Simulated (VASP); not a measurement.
Input of a VASP 6.6.1 run:

Contents of INCAR:

```
SYSTEM = Si
ALGO = Normal ; EDIFF = 1E-6
ENCUT = 500 ; GGA = PE
GGA_COMPAT = .False. ; ISIF = 2
ISMEAR = 0 ; LASPH = .True.
LCHARG = .False. ; LREAL = .False.
LWAVE = .False. ; NBANDS = 11
NELM = 120 ; PREC = Accurate
SIGMA = 0.02
```

Contents of KPOINTS:

```
k-points
0
Gamma
  8 8 8
  0 0 0
```

POSCAR

```
Si
1.0
    0.0000000000      2.7348308347      2.7348308347
    2.7348308347      0.0000000000      2.7348308347
    2.7348308347      2.7348308347      0.0000000000
Si
2
Direct
    0.0000000000      0.0000000000      0.0000000000
    0.2500000000      0.2500000000      0.2500000000
```

Potentials or basis: VASP PAW PBE potentials, release 64 (Si).

The run is started by

```sh
$ cat potpaw_PBE.64/Si/POTCAR > POTCAR
$ mpirun -np 1 vasp_std > vasp.out
```

(1) Predict the pressure.

(2) What does it give for the band gap on the k mesh?

## Answers

(1) 0.0 GPa.

(2) 0.65 eV (least direct gap 2.56 eV).
